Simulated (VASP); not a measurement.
# SnO (Pmmn) in VASP: single point with r2SCAN

Aim: the single point of SnO with r2SCAN.

Program: VASP 6.6.1. These are calculated values, not measurements. Logs are shortened: lines on timing, memory, paths and dates and some standing lists are left out, and cuts for length are marked.

### 1 The cell of the first run

It takes space group Pmmn (No. 59, orthorhombic). Conventional cell: a = 3.656 Å, b = 3.941 Å, c = 4.978 Å, α = 90.00°, β = 90.00°, γ = 90.00°. Within 2.9 Å of Sn (site symmetry mm2) lie 4 O at 2.20 to 2.25 Å. Within 2.9 Å of O (site symmetry mm2) lie 4 Sn at 2.20 to 2.25 Å and 4 O at 2.69 Å.

### 2 Single point, r2SCAN (uniaxial strain along a: -4.0 %, then relaxed in part)

POSCAR reads:

```
SnO
1.0
    3.6555286244      0.0000000000      0.0000000000
    0.0000000000      3.9405760003      0.0000000000
    0.0000000000      0.0000000000      4.9782676523
Sn O
2 2
Direct
    0.0000000000      0.5000000000      0.2310054961
    0.5000000000      0.0000000000      0.7689945039
    0.5000000000      0.5000000000     -0.0136996056
    0.0000000000      0.0000000000      0.0136996056
```

INCAR.step1 reads:

```
SYSTEM = SnO
PREC = Accurate
ENCUT = 520
ISMEAR = 0
SIGMA = 0.01
LREAL = .FALSE.
LASPH = .TRUE.
NELM = 100
NBANDS = 28
GGA = PE
ALGO = Normal
EDIFF = 1E-4
LWAVE = .TRUE.
LCHARG = .FALSE.
```

INCAR.step2 reads:

```
SYSTEM = SnO
PREC = Accurate
ENCUT = 520
EDIFF = 1E-6
ISMEAR = 0
SIGMA = 0.01
LREAL = .FALSE.
LASPH = .TRUE.
NELM = 100
ALGO = Normal
ISIF = 2
LWAVE = .FALSE.
LCHARG = .TRUE.
METAGGA = R2SCAN
LMIXTAU = .TRUE.
LELF = .TRUE.
LVHAR = .TRUE.
NBANDS = 28
ISTART = 1
```

KPOINTS reads:

```
regular mesh
0
G
  10 10 8
  0 0 0
```

Potentials or basis: VASP PAW PBE potentials, release 64 (Sn_d, O).

The run is started by

```
$ cat potpaw_PBE.64/Sn_d/POTCAR potpaw_PBE.64/O/POTCAR > POTCAR
$ cp INCAR.step1 INCAR
$ mpirun -np 1 vasp_std > vasp.out
$ cp INCAR.step2 INCAR
$ mpirun -np 1 vasp_std > vasp.out
```

OUTCAR:

```text
SYSTEM = SnO
   PREC = Accurate
   ENCUT = 520
   EDIFF = 1E-6
   ISMEAR = 0
   LREAL = .FALSE.
   LASPH = .TRUE.
   NELM = 100
   ISIF = 2
   METAGGA = R2SCAN
   ISTART = 1

 ion  position               nearest neighbor table
   1  0.000  0.500  0.231-   3 2.20   3 2.20   4 2.25   4 2.25   2 3.54   2 3.54   2 3.54   2 3.54

   2  0.500  0.000  0.769-   4 2.20   4 2.20   3 2.25   3 2.25   1 3.54   1 3.54   1 3.54   1 3.54

   3  0.500  0.500  0.986-   1 2.20   1 2.20   2 2.25   2 2.25
   4  0.000  0.000  0.014-   2 2.20   2 2.20   1 2.25   1 2.25

  LATTYP: Found a simple orthorhombic cell.
 ALAT       =     3.6555286244
 B/A-ratio  =     1.0779770603
 C/A-ratio  =     1.3618461689

  Lattice vectors:

 A1 = (   3.6555286244,   0.0000000000,   0.0000000000)
 A2 = (   0.0000000000,   3.9405760003,   0.0000000000)
 A3 = (   0.0000000000,   0.0000000000,   4.9782676523)

Analysis of symmetry for initial positions (statically):
=====================================================================
 Subroutine PRICEL returns:
 Original cell was already a primitive cell.

 Routine SETGRP: Setting up the symmetry group for a
 simple orthorhombic supercell.

 Subroutine GETGRP returns: Found  8 space group operations
 (whereof  4 operations were pure point group operations)
 out of a pool of  8 trial point group operations.

The static configuration has the point symmetry C_2v.
 The point group associated with its full space group is D_2h.

Analysis of symmetry for dynamics (positions and initial velocities):
=====================================================================
 Subroutine PRICEL returns:
 Original cell was already a primitive cell.

 Routine SETGRP: Setting up the symmetry group for a
 simple orthorhombic supercell.

 Subroutine GETGRP returns: Found  8 space group operations
 (whereof  4 operations were pure point group operations)
 out of a pool of  8 trial point group operations.

The dynamic configuration has the point symmetry C_2v.
 The point group associated with its full space group is D_2h.

 Subroutine INISYM returns: Found  8 space group operations
 (whereof  4 operations are pure point group operations),
 and found     1 'primitive' translations

----------------------------------------------------------------------------------------

                                     Primitive cell

  volume of cell :      71.7114

  direct lattice vectors                    reciprocal lattice vectors
     3.655528624  0.000000000  0.000000000     0.273558246  0.000000000  0.000000000
     0.000000000  3.940576000  0.000000000     0.000000000  0.253770007  0.000000000
     0.000000000  0.000000000  4.978267652     0.000000000  0.000000000  0.200873089

  length of vectors
     3.655528624  3.940576000  4.978267652     0.273558246  0.253770007  0.200873089

  position of ions in fractional coordinates (direct lattice)
     0.000000000  0.500000000  0.231005496
     0.500000000  0.000000000  0.768994504
     0.500000000  0.500000000  0.986300394
     0.000000000  0.000000000  0.013699606

  ion indices of the primitive-cell ions
   primitive index   ion index
                 1           1
                 2           2
                 3           3
                 4           4

----------------------------------------------------------------------------------------

 KPOINTS: regular mesh

Automatic generation of k-mesh.
 Grid dimensions read from file:
 generate k-points for:   10   10    8

 Generating k-lattice:

  Cartesian coordinates                     Fractional coordinates (reciprocal lattice)
     0.027355825  0.000000000  0.000000000     0.100000000  0.000000000  0.000000000
     0.000000000  0.025377001  0.000000000     0.000000000  0.100000000  0.000000000
     0.000000000  0.000000000  0.025109136     0.000000000  0.000000000  0.125000000

  Length of vectors
     0.027355825  0.025377001  0.025109136

  Shift w.r.t. Gamma in fractional coordinates (k-lattice)
     0.000000000  0.000000000  0.000000000

 Subroutine IBZKPT returns following result:
 ===========================================

 Found    180 irreducible k-points:

 Following reciprocal coordinates:
            Coordinates               Weight
  0.000000  0.000000  0.000000      1.000000
  0.100000  0.000000  0.000000      2.000000
  0.200000  0.000000  0.000000      2.000000
  0.300000  0.000000  0.000000      2.000000
  0.400000  0.000000  0.000000      2.000000
  0.500000  0.000000  0.000000      1.000000
[... 16 lines left out ...]
  0.400000  0.300000  0.000000      4.000000
  0.500000  0.300000  0.000000      2.000000
 [... further k-points ...]
   k-points           NKPTS =    180   k-points in BZ     NKDIM =    180   number of bands    NBANDS=     28
   number of dos      NEDOS =    301   number of ions     NIONS =      4
   total plane-waves  NPLWV =  33600
   dimension x,y,z NGX =    28 NGY =   30 NGZ =   40
   dimension x,y,z NGXF=    56 NGYF=   60 NGZF=   80
   ions per type =               2   2
   NGX,Y,Z   is equivalent  to a cutoff of  12.73, 12.66, 13.36 a.u.
   NGXF,Y,Z  is equivalent  to a cutoff of  25.47, 25.31, 26.72 a.u.
 SYSTEM =  SnO
   PREC   = accura    normal or accurate (medium, high low for compatibility)
   ISTART =      1    job   : 0-new  1-cont  2-samecut
   ICHARG =      0    charge: 1-file 2-atom 10-const
   ISPIN  =      1    spin polarized calculation?
   LNONCOLLINEAR =      F non collinear calculations
   LSORBIT =      F    spin-orbit coupling
   LASPH  =      T    aspherical Exc in radial PAW
   ENCUT  =  520.0 eV  38.22 Ry    6.18 a.u.   6.80  7.33  9.26*2*pi/ulx,y,z
   NELM   =    100;   NELMIN=  2; NELMDL=  0     # of ELM steps
   EDIFF  = 0.1E-05   stopping-criterion for ELM
   LREAL  =      F    real-space projection
   EDIFFG = 0.1E-04   stopping-criterion for IOM
   NSW    =      0    number of steps for IOM
   IBRION =     -1    ionic relax: 0-MD 1-quasi-New 2-CG
   NFREE  =      0    steps in history (QN), initial steepest desc. (CG)
   ISIF   =      2    stress and relaxation
   ISYM   =      2    0-nonsym 1-usesym 2-fastsym
   POTIM  = 0.5000    time-step for ionic-motion
   TEBEG  =    0.0;   TEEND  =   0.0 temperature during run
   PSTRESS=    0.0 pullay stress
   NELECT =      40.0000    total number of electrons
   NUPDOWN=      -1.0000    fix difference up-down
   EMIN   =  10.00;   EMAX   =-10.00  energy-range for DOS
   EFERMI =   0.00;   METHOD = LEGACY
   ISMEAR =     0;   SIGMA  =   0.01  broadening in eV -4-tet -1-fermi 0-gaus
   EFERMI_NEDOS =   21; number of points for ismear=-14 and -15
   IALGO  =     38    algorithm
   IMIX   =      4    mixing-type and parameters
     AMIX     =   0.40;   BMIX     =  1.00
     AMIX_MAG =   1.60;   BMIX_MAG =  1.00
  volume/ion in A,a.u.               =      17.93       120.98
  Fermi-wavevector in a.u.,A,eV,Ry     =   1.347614  2.546621 24.709036  1.816063
  Thomas-Fermi vector in A             =   2.475350
   LORBIT       =      0    0 simple, 1 ext, 2 COOP (PROOUT), +10 PAW based schemes
   METAGGA = R2SCAN    functional components
   LHFCALC =     F    Hartree Fock is set to
   AEXX    =    0.0000 exact exchange contribution
   IVDW    =     0    specifies the selected vdW correction
   LEPSILON=     F    determine dielectric tensor
   LRPA    =     F    only Hartree local field effects (RPA)
 non-spin polarized calculation
 Gauss-broadening in eV      SIGMA  =   0.01
  energy-cutoff  :      520.00
  volume of cell :       71.71
 maximum number of plane-waves:      1964
 NGX is ok and might be reduce to    28
   NGX = 13   NGY = 15   NGZ = 19

 number of electron      39.9999980 magnetization

 Free energy of the ion-electron system (eV)
  ---------------------------------------------------
  ext. energy  EPLUGINS =         0.00000000
  ---------------------------------------------------
  free energy    TOTEN  =       -66.89539571 eV

  energy without entropy =      -66.89539571  energy(sigma->0) =      -66.89539571

 E-fermi :   7.0221     XC(G=0): -10.7793

 val. band max:        6.8759854803   @ k =   0.1000   0.0000   0.0000
 cond. band min:       7.2646024462   @ k =   0.5000   0.5000   0.0000
 fundamental gap:      0.3886169659
 Fermi energy:         7.0221192390

 k-point     1 :       0.0000    0.0000    0.0000
  band No.  band energies     occupation
      1     -16.0560      2.00000
      2     -15.5016      2.00000
      3     -15.4673      2.00000
      4     -15.4668      2.00000
      5     -15.4239      2.00000
      6     -15.3984      2.00000
[... 20 lines left out ...]
     27      14.0058      0.00000
     28      15.0001      0.00000

 k-point     2 :       0.1000    0.0000    0.0000
  band No.  band energies     occupation
      1     -16.0523      2.00000
      2     -15.4946      2.00000
      3     -15.4753      2.00000
      4     -15.4662      2.00000
      5     -15.4650      2.00000
      6     -15.4259      2.00000
[... 20 lines left out ...]
     27      14.1027      0.00000
     28      16.1243      0.00000

 k-point     3 :       0.2000    0.0000    0.0000
  band No.  band energies     occupation
      1     -16.0424      2.00000
      2     -15.6334      2.00000
      3     -15.4709      2.00000
      4     -15.4628      2.00000
      5     -15.4591      2.00000
      6     -15.4309      2.00000
[... 20 lines left out ...]
     27      14.2674      0.00000
     28      17.9363      0.00000

 k-point     4 :       0.3000    0.0000    0.0000
  band No.  band energies     occupation
      1     -16.0269      2.00000
      2     -15.7748      2.00000
      3     -15.4551      2.00000
      4     -15.4520      2.00000
      5     -15.4489      2.00000
      6     -15.4370      2.00000
[... 578 lines left out ...]
     27      14.5653      0.00000
     28      15.6887      0.00000

 k-point    23 :       0.4000    0.3000    0.0000
  band No.  band energies     occupation
      1     -15.9966      2.00000
      2     -15.9330      2.00000
      3     -15.4470      2.00000
      4     -15.4434      2.00000
      5     -15.4384      2.00000
      6     -15.4325      2.00000
[... 20 lines left out ...]
     27      14.5093      0.00000
     28      15.0559      0.00000

 k-point    24 :       0.5000    0.3000    0.0000
  band No.  band energies     occupation
      1     -15.9768      2.00000
      2     -15.9768      2.00000
      3     -15.4446      2.00000
      4     -15.4446      2.00000
      5     -15.4332      2.00000
      6     -15.4332      2.00000
[... 20 lines left out ...]
     27      14.6728      0.00000
     28      14.6728      0.00000

 [... further k-points ...]
[... 5 lines left out ...]
  --------------------------------------------------------------------------------------
  -------------------------------------------------------------------------------------
  Total        0.6546663      0.2696267      0.2351579      0.0000000      0.0000000      0.0000000
  in kB       14.6265685      6.0240046      5.2539022      0.0000000      0.0000000      0.0000000
  external PRESSURE =       8.6348251 kB  Pullay stress =       0.0000000 kB

 VOLUME and BASIS-vectors are now :
 -----------------------------------------------------------------------------
  energy-cutoff  :      520.00
  volume of cell :       71.71
      direct lattice vectors                 reciprocal lattice vectors
     3.655528624  0.000000000  0.000000000     0.273558246  0.000000000  0.000000000
     0.000000000  3.940576000  0.000000000     0.000000000  0.253770007  0.000000000
     0.000000000  0.000000000  4.978267652     0.000000000  0.000000000  0.200873089

 POSITION                                       TOTAL-FORCE (eV/Angst)
 -----------------------------------------------------------------------------------
      0.00000      1.97029      1.15001         0.000000      0.000000      0.144520
      1.82776      0.00000      3.82826         0.000000      0.000000     -0.144520
      1.82776      1.97029      4.91007         0.000000      0.000000     -0.015443
      0.00000      0.00000      0.06820         0.000000      0.000000      0.015443
 -----------------------------------------------------------------------------------
    total drift:                                0.000000      0.000000      0.000000

  FREE ENERGIE OF THE ION-ELECTRON SYSTEM (eV)
  ---------------------------------------------------
  free  energy   TOTEN  =       -66.8953957129 eV

  energy  without entropy=      -66.8953957129  energy(sigma->0) =      -66.89539571
```

Wall time 17 min (1 thread of Intel Xeon Platinum 8259CL at 2.50GHz (Skylake/Cascade Lake), shared host); peak memory 0.4 GiB.

What came out:

```
Free energy            : -66.8954 eV
Pressure               : 0.9 GPa
Largest force          : 0.145 eV/Å
Band gap on the k mesh : 0.39 eV, indirect (least direct gap 2.42 eV)
```

Forces in eV/Å, atoms in the order of the input:
```
Sn   0.000  0.000  0.145
Sn   0.000  0.000 -0.145
O    0.000  0.000 -0.015
O    0.000  0.000  0.015
```

Stress tensor (GPa, compression positive):
```
1.46 0.00 0.00
0.00 0.60 0.00
0.00 0.00 0.53
```

Caveat: the cell differs from its parent crystal (uniaxial strain along a: -4.0 %, then relaxed in part); the PAW data sets were made with another functional, which shifts forces and pressure a little; spin-orbit coupling is left out, which moves the levels of the heavy elements. A k mesh can miss the band edges.
